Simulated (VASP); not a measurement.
Write the native input for VASP 6.6.1 that does the following.

* Task: single point
* Functional: PBE
* Potentials or basis: VASP PAW PBE potentials, release 64 (Tc_pv)
* Cutoff: 520 eV
* k mesh: 18 × 18 × 10
* Occupations: gaussian, width 0.05 eV
* Spin: no spin polarisation
* Dipole correction: no
* Further INCAR settings: ALGO = Normal; EDIFF = 1e-07; NBANDS = 20

The structure of Tc lies in POSCAR:

```
Tc
1.0
    2.7520648162      0.0000000000      0.0000000000
   -1.3760324081      2.3833580437      0.0000000000
    0.0000000000      0.0000000000      4.4006370572
Tc
2
Direct
    0.3333333333      0.6666666667      0.7500000000
    0.6666666667      0.3333333333      0.2500000000
```

The input as run:

INCAR

```
PREC     = Accurate       # precision mode
ENCUT    = 520            # plane-wave cutoff, eV
EDIFF    = 1E-7           # SCF threshold, eV
ISMEAR   = 0              # smearing method
SIGMA    = 0.05           # smearing width, eV
LREAL    = False          # projectors in reciprocal space
LASPH    = True           # aspherical terms in the spheres
NELM     = 100            # most SCF steps
ALGO     = Normal         # electronic algorithm
ISIF     = 2              # what is computed and relaxed
LWAVE    = False          # write WAVECAR
LCHARG   = False          # write CHGCAR
GGA      = PE             # functional
NBANDS   = 20             # bands
```

KPOINTS

```
Automatic mesh
0
Gamma
  18 18 10
```

Potentials or basis: VASP PAW PBE potentials, release 64 (Tc_pv).

Command:

```bash
$ cat potpaw_PBE.64/Tc_pv/POTCAR > POTCAR
$ mpirun -np 1 vasp_std > vasp.out
```

It gave:

```
Pressure               : -0.7 GPa
Band gap on the k mesh : zero (band 13 reaches 14.20 eV, above the bottom of band 14 at 10.84 eV)
```

Wall time 39 s on 1 thread of AMD EPYC 9R45 96-Core Processor (Zen 5), with other jobs on the host, peak memory 0.19 GiB.
